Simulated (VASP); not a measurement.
# SiO2 (I-42d) in VASP: notebook

SiO2 is run at these levels: r2SCAN; tasks: single point.

All numbers are computed with VASP 6.6.1; they aren't measurements. Logs are shortened: lines on timing, memory, paths and dates and some standing lists are left out, and cuts for length are marked.

### 1 The cell of the first run

The structure is tetragonal, space group I-42d (No. 122). The conventional cell has a = 4.946 Å, b = 4.946 Å, c = 6.947 Å, α = 90.00°, β = 90.00°, γ = 90.00°. Within 2.1 Å of Si (site symmetry -4) lie 4 O at 1.59 Å. Within 2.1 Å of O (site symmetry 2) lie 2 Si at 1.59 Å.

### 2 Single point, r2SCAN (strain +0.000 along x and y, -0.050 along z)

Input file POSCAR:

```
SiO2
1.0
   -2.4732446449      2.4732446449      3.4735393501
    2.4732446449     -2.4732446449      3.4735393501
    2.4732446449      2.4732446449     -3.4735393501
Si O
2 4
Direct
    0.0000000000      0.0000000000      0.0000000000
    0.7500000000      0.2500000000      0.5000000000
    0.9731664718      0.6250000000      0.8481664718
    0.3750000000      0.2231664718      0.3481664718
    0.7768335282      0.1250000000      0.1518335282
    0.8750000000      0.0268335282      0.6518335282
```

Input file INCAR.step1:

```
PREC = Accurate
ENCUT = 520
ISMEAR = 0
SIGMA = 0.05
LREAL = False
LASPH = True
NELM = 60
NBANDS = 25
GGA = PE
ALGO = Normal
EDIFF = 1E-4
LWAVE = True
LCHARG = False
```

Input file INCAR.step2:

```
PREC = Accurate
ENCUT = 520
EDIFF = 1E-6
ISMEAR = 0
SIGMA = 0.05
LREAL = False
LASPH = True
NELM = 60
ALGO = Normal
ISIF = 2
LWAVE = False
LCHARG = False
METAGGA = R2SCAN
LMIXTAU = True
NBANDS = 25
ISTART = 1
```

Input file KPOINTS:

```
regular mesh
0
Gamma
  6 6 6
```

Potentials or basis: VASP PAW PBE potentials, release 64 (Si, O).

Run with:

```
cat potpaw_PBE.64/Si/POTCAR potpaw_PBE.64/O/POTCAR > POTCAR
cp INCAR.step1 INCAR
mpirun -np 1 vasp_std > vasp.out
cp INCAR.step2 INCAR
mpirun -np 1 vasp_std > vasp.out
```

OUTCAR:

```text
PREC = Accurate
   ENCUT = 520
   EDIFF = 1E-6
   ISMEAR = 0
   LREAL = False
   LASPH = True
   NELM = 60
   ISIF = 2
   METAGGA = R2SCAN
   ISTART = 1

 ion  position               nearest neighbor table
   1  0.000  0.000  0.000-   3 1.59   4 1.59   5 1.59   6 1.59   2 3.02   2 3.02   2 3.02   2 3.02

   2  0.750  0.250  0.500-   3 1.59   4 1.59   5 1.59   6 1.59   1 3.02   1 3.02   1 3.02   1 3.02

   3  0.973  0.625  0.848-   1 1.59   2 1.59
   4  0.375  0.223  0.348-   1 1.59   2 1.59
   5  0.777  0.125  0.152-   1 1.59   2 1.59
   6  0.875  0.027  0.652-   1 1.59   2 1.59

  LATTYP: Found a body centered tetragonal cell.
 ALAT       =     4.9464892898
 C/A-ratio  =     1.4044463241

  Lattice vectors:

 A1 = (  -2.4732446449,   2.4732446449,   3.4735393501)
 A2 = (   2.4732446449,  -2.4732446449,   3.4735393501)
 A3 = (   2.4732446449,   2.4732446449,  -3.4735393501)

Analysis of symmetry for initial positions (statically):
=====================================================================
 Subroutine PRICEL returns:
 Original cell was already a primitive cell.

 Routine SETGRP: Setting up the symmetry group for a
 body centered tetragonal supercell.

 Subroutine GETGRP returns: Found  8 space group operations
 (whereof  4 operations were pure point group operations)
 out of a pool of 16 trial point group operations.

The static configuration has the point symmetry S_4 .
 The point group associated with its full space group is D_2d.

Analysis of symmetry for dynamics (positions and initial velocities):
=====================================================================
 Subroutine PRICEL returns:
 Original cell was already a primitive cell.

 Routine SETGRP: Setting up the symmetry group for a
 body centered tetragonal supercell.

 Subroutine GETGRP returns: Found  8 space group operations
 (whereof  4 operations were pure point group operations)
 out of a pool of 16 trial point group operations.

The dynamic configuration has the point symmetry S_4 .
 The point group associated with its full space group is D_2d.

 Subroutine INISYM returns: Found  8 space group operations
 (whereof  4 operations are pure point group operations),
 and found     1 'primitive' translations

----------------------------------------------------------------------------------------

[... 95 lines left out ...]
   LNONCOLLINEAR =      F non collinear calculations
   LSORBIT =      F    spin-orbit coupling
   LASPH  =      T    aspherical Exc in radial PAW
   ENCUT  =  520.0 eV  38.22 Ry    6.18 a.u.   9.17  9.17  9.17*2*pi/ulx,y,z
   NELM   =     60;   NELMIN=  2; NELMDL=  0     # of ELM steps
   EDIFF  = 0.1E-05   stopping-criterion for ELM
   LREAL  =      F    real-space projection
   EDIFFG = 0.1E-04   stopping-criterion for IOM
   NSW    =      0    number of steps for IOM
   IBRION =     -1    ionic relax: 0-MD 1-quasi-New 2-CG
   NFREE  =      0    steps in history (QN), initial steepest desc. (CG)
   ISIF   =      2    stress and relaxation
   ISYM   =      2    0-nonsym 1-usesym 2-fastsym
   POTIM  = 0.5000    time-step for ionic-motion
   TEBEG  =    0.0;   TEEND  =   0.0 temperature during run
   PSTRESS=    0.0 pullay stress
   NELECT =      32.0000    total number of electrons
   NUPDOWN=      -1.0000    fix difference up-down
   EMIN   =  10.00;   EMAX   =-10.00  energy-range for DOS
   EFERMI =   0.00;   METHOD = LEGACY
   ISMEAR =     0;   SIGMA  =   0.05  broadening in eV -4-tet -1-fermi 0-gaus
   EFERMI_NEDOS =   21; number of points for ismear=-14 and -15
   IALGO  =     38    algorithm
   IMIX   =      4    mixing-type and parameters
     AMIX     =   0.40;   BMIX     =  1.00
     AMIX_MAG =   1.60;   BMIX_MAG =  1.00
  volume/ion in A,a.u.               =      14.16        95.59
  Fermi-wavevector in a.u.,A,eV,Ry     =   1.182141  2.233923 19.013569  1.397458
  Thomas-Fermi vector in A             =   2.318401
   LORBIT       =      0    0 simple, 1 ext, 2 COOP (PROOUT), +10 PAW based schemes
   METAGGA = R2SCAN    functional components
   LHFCALC =     F    Hartree Fock is set to
   AEXX    =    0.0000 exact exchange contribution
   IVDW    =     0    specifies the selected vdW correction
   LEPSILON=     F    determine dielectric tensor
   LRPA    =     F    only Hartree local field effects (RPA)
 non-spin polarized calculation
 Gauss-broadening in eV      SIGMA  =   0.05
  energy-cutoff  :      520.00
  volume of cell :       84.99
 maximum number of plane-waves:      2304
 NGX is ok and might be reduce to    40
   NGX = 19   NGY = 19   NGZ = 19

 number of electron      32.0000011 magnetization

 Free energy of the ion-electron system (eV)
  ---------------------------------------------------
  ext. energy  EPLUGINS =         0.00000000
  ---------------------------------------------------
  free energy    TOTEN  =       -59.42956724 eV

  energy without entropy =      -59.42956724  energy(sigma->0) =      -59.42956724

 E-fermi :  -0.3256     XC(G=0):  -8.8342

 val. band max:       -0.5485774149   @ k =   0.0000   0.0000   0.0000
 cond. band min:       6.2504271381   @ k =   0.0000   0.0000   0.0000
 fundamental gap:      6.7990045530
 Fermi energy:        -0.3256161324

 k-point     1 :       0.0000    0.0000    0.0000
  band No.  band energies     occupation
      1     -20.9948      2.00000
      2     -18.8461      2.00000
      3     -18.8460      2.00000
      4     -18.6434      2.00000
      5      -9.9301      2.00000
      6      -6.3273      2.00000
[... 661 lines left out ...]
     24      13.8577      0.00000
     25      14.4962      0.00000

 [... further k-points ...]
[... 5 lines left out ...]
  --------------------------------------------------------------------------------------
  -------------------------------------------------------------------------------------
  Total        4.6596146      4.6596146      5.7448648      0.0000000     -0.0000000      0.0000000
  in kB       87.8403811     87.8403811    108.2988956      0.0000000     -0.0000000      0.0000000
  external PRESSURE =      94.6598859 kB  Pullay stress =       0.0000000 kB

 VOLUME and BASIS-vectors are now :
 -----------------------------------------------------------------------------
  energy-cutoff  :      520.00
  volume of cell :       84.99
      direct lattice vectors                 reciprocal lattice vectors
    -2.473244645  2.473244645  3.473539350     0.000000000  0.202163583  0.143945397
     2.473244645 -2.473244645  3.473539350     0.202163583  0.000000000  0.143945397
     2.473244645  2.473244645 -3.473539350     0.202163583  0.202163583  0.000000000

 POSITION                                       TOTAL-FORCE (eV/Angst)
 -----------------------------------------------------------------------------------
      0.00000      0.00000      0.00000        -0.000000     -0.000000      0.000000
     -0.00000      2.47324      1.73677         0.000000     -0.000000      0.000000
      1.23662      2.95882      2.60515        -0.000000      0.566662     -0.000000
      0.48558      1.23662      0.86838         0.566662     -0.000000     -0.000000
     -1.23662      1.98767      2.60515         0.000000     -0.566662      0.000000
     -0.48558      3.70987      0.86838        -0.566662      0.000000      0.000000
 -----------------------------------------------------------------------------------
    total drift:                                0.000006      0.000006     -0.000003

  FREE ENERGIE OF THE ION-ELECTRON SYSTEM (eV)
  ---------------------------------------------------
  free  energy   TOTEN  =       -59.4295672402 eV

  energy  without entropy=      -59.4295672402  energy(sigma->0) =      -59.42956724
```

Run time: 3.5 min. Hardware: 1 thread of Intel Xeon Platinum 8259CL at 2.50GHz (Skylake/Cascade Lake), shared host; peak memory 0.26 GiB.

Results:

```
Free energy            : -59.4296 eV
Pressure               : 9.5 GPa
Largest force          : 0.567 eV/Å
Band gap on the k mesh : 6.80 eV, direct
```

Forces in eV/Å, atoms in the order of the input:
```
Si   0.000  0.000  0.000
Si   0.000  0.000  0.000
O    0.000  0.567  0.000
O    0.567  0.000  0.000
O    0.000 -0.567  0.000
O   -0.567  0.000  0.000
```

Levels at points of the mesh, in eV from the valence-band top:
```csv
k point,band 14,band 15,band 16,band 17,band 18,band 19
"(0.00, 0.00, 0.00)",-0.62,0.00,0.00,6.80,9.94,12.24
"(0.50, 0.00, 0.00)",-0.83,-0.47,-0.15,9.48,9.82,10.71
"(0.50, 0.50, 0.00)",-1.05,-0.30,-0.30,10.08,10.08,11.68
"(0.50, 0.50, 0.50)",-1.55,-0.41,-0.41,9.99,9.99,11.48
```

Caveat: the cell differs from its parent crystal (strain +0.000 along x and y, -0.050 along z); the PAW data sets were made with another functional, which shifts forces and pressure a little. A k mesh can miss the band edges.

### 3 Single point, r2SCAN (strain -0.025 along x and y, +0.000 along z)

POSCAR: that of step 2 with these lines changed.

```diff
@@ -2,5 +2,5 @@
 1.0
-   -2.4732446449      2.4732446449      3.4735393501
-    2.4732446449     -2.4732446449      3.4735393501
-    2.4732446449      2.4732446449     -3.4735393501
+   -2.4114135288      2.4114135288      3.6563572106
+    2.4114135288     -2.4114135288      3.6563572106
+    2.4114135288      2.4114135288     -3.6563572106
 Si O
```

Input file INCAR.step1:

```
ALGO = Normal
EDIFF = 1E-4
ENCUT = 520
GGA = PE
ISMEAR = 0
LASPH = T
LCHARG = F
LREAL = F
LWAVE = T
NBANDS = 25
NELM = 60
PREC = Accurate
SIGMA = 0.05
```

Input file INCAR.step2:

```
ALGO = Normal
EDIFF = 1E-6
ENCUT = 520
ISIF = 2
ISMEAR = 0
ISTART = 1
LASPH = T
LCHARG = F
LMIXTAU = T
LREAL = F
LWAVE = F
METAGGA = R2SCAN
NBANDS = 25
NELM = 60
PREC = Accurate
SIGMA = 0.05
```

Input file KPOINTS:

```
k-points
0
Gamma
  6 6 6
```

Potentials or basis: VASP PAW PBE potentials, release 64 (Si, O).

Run with:

```
cat potpaw_PBE.64/Si/POTCAR potpaw_PBE.64/O/POTCAR > POTCAR
cp INCAR.step1 INCAR
mpirun -np 1 vasp_std > vasp.out
cp INCAR.step2 INCAR
mpirun -np 1 vasp_std > vasp.out
```

It took 3.3 min on 1 thread of Intel Xeon Platinum 8259CL at 2.50GHz (Skylake/Cascade Lake), shared host; peak memory 0.26 GiB.

It converged, with:

* Free energy: -59.4455 eV
* Pressure: 9.7 GPa
* Largest force: 0.653 eV/Å
* Band gap on the k mesh: 6.77 eV, direct

Forces on the atoms (eV/Å):
```
Si   0.000  0.000  0.000
Si   0.000  0.000  0.000
O    0.000  0.653  0.000
O    0.653  0.000  0.000
O    0.000 -0.653  0.000
O   -0.653  0.000  0.000
```

Stress tensor (GPa, compression positive):
```
10.10  0.00  0.00
 0.00 10.10  0.00
 0.00  0.00  8.81
```

Levels at points of the mesh, in eV from the valence-band top:
```tsv
k point	band 12	band 13	band 14	band 15	band 16	band 17	band 18	band 19	band 20	band 21
(0.00, 0.00, 0.00)	-1.72	-1.69	-0.73	0.00	0.00	6.77	9.88	12.11	12.11	12.46
(0.50, 0.00, 0.00)	-1.76	-1.61	-0.83	-0.56	-0.14	9.46	9.72	10.72	11.54	12.39
(0.50, 0.50, 0.00)	-2.23	-1.08	-1.08	-0.38	-0.38	10.10	10.10	11.64	11.64	12.55
(0.50, 0.50, 0.50)	-2.25	-1.59	-1.59	-0.31	-0.31	9.80	9.80	11.41	11.41	13.41
```

Caveat: the cell differs from its parent crystal (strain -0.025 along x and y, +0.000 along z); the PAW data sets were made with another functional, which shifts forces and pressure a little. A k mesh can miss the band edges.

### 4 Single point, r2SCAN (strain +0.000 along x and y, -0.025 along z)

POSCAR: that of step 3 with these lines changed.

```diff
@@ -2,5 +2,5 @@
 1.0
-   -2.4114135288      2.4114135288      3.6563572106
-    2.4114135288     -2.4114135288      3.6563572106
-    2.4114135288      2.4114135288     -3.6563572106
+   -2.4732446449      2.4732446449      3.5649482803
+    2.4732446449     -2.4732446449      3.5649482803
+    2.4732446449      2.4732446449     -3.5649482803
 Si O
```

Input file INCAR.step1:

```
SYSTEM = SiO2
PREC = Accurate
ENCUT = 520
ISMEAR = 0
SIGMA = 0.05
LREAL = .False.
LASPH = .True.
NELM = 80
NBANDS = 25
GGA = PE
ALGO = Normal
EDIFF = 1E-4
LWAVE = .True.
LCHARG = .False.
```

Input file INCAR.step2:

```
SYSTEM = SiO2
PREC = Accurate
ENCUT = 520
EDIFF = 1E-7
ISMEAR = 0
SIGMA = 0.05
LREAL = .False.
LASPH = .True.
NELM = 80
ALGO = Normal
ISIF = 2
LWAVE = .False.
LCHARG = .False.
METAGGA = R2SCAN
LMIXTAU = .True.
NBANDS = 25
ISTART = 1
```

Input file KPOINTS:

```
Automatic mesh
0
Gamma
  6 6 6
  0 0 0
```

Run with:

```
cat potpaw_PBE.64/Si/POTCAR potpaw_PBE.64/O/POTCAR > POTCAR
cp INCAR.step1 INCAR
mpirun -np 1 vasp_std > vasp.out
cp INCAR.step2 INCAR
mpirun -np 1 vasp_std > vasp.out
```

Run time: 4 min. Hardware: 1 thread of Intel Xeon Platinum 8259CL at 2.50GHz (Skylake/Cascade Lake), shared host; peak memory 0.27 GiB.

It converged, with:

| Property | Result |
| --- | --- |
| Free energy | -59.5460 eV |
| Pressure | 4.6 GPa |
| Largest force | 0.270 eV/Å |
| Band gap on the k mesh | 6.69 eV, direct |

Forces on the atoms (eV/Å):
```
Si   0.000  0.000  0.000
Si   0.000  0.000  0.000
O    0.000  0.270  0.000
O    0.270  0.000  0.000
O    0.000 -0.270  0.000
O   -0.270  0.000  0.000
```

Stress tensor (GPa, compression positive):
```
4.18 0.00 0.00
0.00 4.18 0.00
0.00 0.00 5.43
```

Levels at points of the mesh, in eV from the valence-band top:
```
           k point  band 12  band 13  band 14  band 15  band 16  band 17  band 18  band 19  band 20  band 21
(0.00, 0.00, 0.00)    -1.66    -1.58    -0.66     0.00     0.00     6.69     9.82    12.01    12.01    12.14
(0.50, 0.00, 0.00)    -1.67    -1.56    -0.81    -0.48    -0.15     9.29     9.71    10.61    11.41    11.98
(0.50, 0.50, 0.00)    -2.15    -1.02    -1.02    -0.32    -0.32     9.99     9.99    11.48    11.48    12.24
(0.50, 0.50, 0.50)    -2.12    -1.52    -1.52    -0.37    -0.37     9.81     9.81    11.30    11.30    12.84
```

Caveat: the cell differs from its parent crystal (strain +0.000 along x and y, -0.025 along z); the PAW data sets were made with another functional, which shifts forces and pressure a little.

### 5 Single point, r2SCAN (strain -0.025 along x and y, +0.025 along z)

POSCAR: that of step 4 with these lines changed.

```diff
@@ -2,5 +2,5 @@
 1.0
-   -2.4732446449      2.4732446449      3.5649482803
-    2.4732446449     -2.4732446449      3.5649482803
-    2.4732446449      2.4732446449     -3.5649482803
+   -2.4114135288      2.4114135288      3.7477661409
+    2.4114135288     -2.4114135288      3.7477661409
+    2.4114135288      2.4114135288     -3.7477661409
 Si O
```

Input file INCAR.step1:

```
SYSTEM = SiO2
  PREC = Accurate
  ENCUT = 520
  ISMEAR = 0
  SIGMA = 0.05
  LREAL = .FALSE.
  LASPH = .TRUE.
  NELM = 60
  NBANDS = 25
  GGA = PE
  ALGO = Normal
  EDIFF = 1E-4
  LWAVE = .TRUE.
  LCHARG = .FALSE.
```

Input file INCAR.step2:

```
SYSTEM = SiO2
  PREC = Accurate
  ENCUT = 520
  EDIFF = 1E-6
  ISMEAR = 0
  SIGMA = 0.05
  LREAL = .FALSE.
  LASPH = .TRUE.
  NELM = 60
  ALGO = Normal
  ISIF = 2
  LWAVE = .FALSE.
  LCHARG = .FALSE.
  METAGGA = R2SCAN
  LMIXTAU = .TRUE.
  NBANDS = 25
  ISTART = 1
```

Input file KPOINTS:

```
Automatic mesh
0
G
  6 6 6
  0 0 0
```

Potentials or basis: VASP PAW PBE potentials, release 64 (Si, O).

Run with:

```
cat potpaw_PBE.64/Si/POTCAR potpaw_PBE.64/O/POTCAR > POTCAR
cp INCAR.step1 INCAR
mpirun -np 1 vasp_std > vasp.out
cp INCAR.step2 INCAR
mpirun -np 1 vasp_std > vasp.out
```

OUTCAR:

```text
SYSTEM = SiO2
   PREC = Accurate
   ENCUT = 520
   EDIFF = 1E-6
   ISMEAR = 0
   LREAL = .FALSE.
   LASPH = .TRUE.
   NELM = 60
   ISIF = 2
   METAGGA = R2SCAN
   ISTART = 1

 ion  position               nearest neighbor table
   1  0.000  0.000  0.000-   3 1.60   4 1.60   5 1.60   6 1.60   2 3.05   2 3.05   2 3.05   2 3.05

   2  0.750  0.250  0.500-   3 1.60   4 1.60   5 1.60   6 1.60   1 3.05   1 3.05   1 3.05   1 3.05

   3  0.973  0.625  0.848-   1 1.60   2 1.60
[... 885 lines left out ...]
  -------------------------------------------------------------------------------------
  Total        3.0508812      3.0508812      1.5028401      0.0000000     -0.0000000      0.0000000
  in kB       56.0738043     56.0738043     27.6215146      0.0000000     -0.0000000      0.0000000
  external PRESSURE =      46.5897078 kB  Pullay stress =       0.0000000 kB

 VOLUME and BASIS-vectors are now :
 -----------------------------------------------------------------------------
  energy-cutoff  :      520.00
  volume of cell :       87.17
      direct lattice vectors                 reciprocal lattice vectors
    -2.411413529  2.411413529  3.747766141     0.000000000  0.207347265  0.133412807
     2.411413529 -2.411413529  3.747766141     0.207347265  0.000000000  0.133412807
     2.411413529  2.411413529 -3.747766141     0.207347265  0.207347265  0.000000000

 POSITION                                       TOTAL-FORCE (eV/Angst)
 -----------------------------------------------------------------------------------
      0.00000      0.00000      0.00000         0.000000      0.000000     -0.000000
      0.00000      2.41141      1.87388         0.000000      0.000000     -0.000000
      1.20571      2.88485      2.81082         0.000000      0.363611      0.000000
      0.47344      1.20571      0.93694         0.363611      0.000000      0.000000
     -1.20571      1.93797      2.81082         0.000000     -0.363611      0.000000
     -0.47344      3.61712      0.93694        -0.363611      0.000000      0.000000
 -----------------------------------------------------------------------------------
    total drift:                                0.000016      0.000016     -0.000000

  FREE ENERGIE OF THE ION-ELECTRON SYSTEM (eV)
  ---------------------------------------------------
  free  energy   TOTEN  =       -59.5251416331 eV

  energy  without entropy=      -59.5251416331  energy(sigma->0) =      -59.52514163
```

OUTCAR.step1:

```text
SYSTEM = SiO2
   PREC = Accurate
   ENCUT = 520
   ISMEAR = 0
   LREAL = .FALSE.
   LASPH = .TRUE.
   NELM = 60
[... 913 lines left out ...]
      0.47344      1.20571      0.93694         0.616416      0.000000      0.000000
     -1.20571      1.93797      2.81082         0.000000     -0.616416     -0.000000
     -0.47344      3.61712      0.93694        -0.616416      0.000000     -0.000000
 -----------------------------------------------------------------------------------
    total drift:                                0.000001      0.000001      0.000001

  FREE ENERGIE OF THE ION-ELECTRON SYSTEM (eV)
  ---------------------------------------------------
  free  energy   TOTEN  =       -47.3251464617 eV

  energy  without entropy=      -47.3251464617  energy(sigma->0) =      -47.32514646
```

Run time: 3.3 min. Hardware: 1 thread of Intel Xeon Platinum 8259CL at 2.50GHz (Skylake/Cascade Lake), shared host; peak memory 0.27 GiB.

What came out:

```
Free energy            : -59.5251 eV
Pressure               : 4.7 GPa
Largest force          : 0.364 eV/Å
Band gap on the k mesh : 6.62 eV, direct
```

Forces on the atoms (eV/Å):
```
Si   0.000  0.000  0.000
Si   0.000  0.000  0.000
O    0.000  0.364  0.000
O    0.364  0.000  0.000
O    0.000 -0.364  0.000
O   -0.364  0.000  0.000
```

Stress tensor (GPa, compression positive):
```
5.61 0.00 0.00
0.00 5.61 0.00
0.00 0.00 2.76
```

Caveat: the cell differs from its parent crystal (strain -0.025 along x and y, +0.025 along z); the PAW data sets were made with another functional, which shifts forces and pressure a little. A k mesh can miss the band edges.

### 6 The runs side by side

| cell | gap on the mesh (eV) | pressure (GPa) | largest force (eV/Å) |
| --- | --- | --- | --- |
| a = 4.929 Å, angles 119.8, 119.8, 90.4°, 6 atoms | 6.80 | 9.5 | 0.57 |
| a = 5.000 Å, angles 122.3, 122.3, 86.0°, 6 atoms | 6.77 | 9.7 | 0.65 |
| a = 4.994 Å, angles 120.6, 120.6, 88.9°, 6 atoms | 6.69 | 4.6 | 0.27 |
| a = 5.067 Å, angles 123.2, 123.2, 84.6°, 6 atoms | 6.62 | 4.7 | 0.36 |

Alike in all rows: task single point; level r2SCAN; potentials or basis VASP PAW PBE potentials, release 64 (Si, O); no spin polarisation; k mesh 6 × 6 × 6; cutoff (eV) 520; smearing gaussian 0.05 eV.

Caveats: the PAW data sets were made with another functional, which shifts forces and pressure a little.

Absolute energies hang on the potentials; compare differences alone.
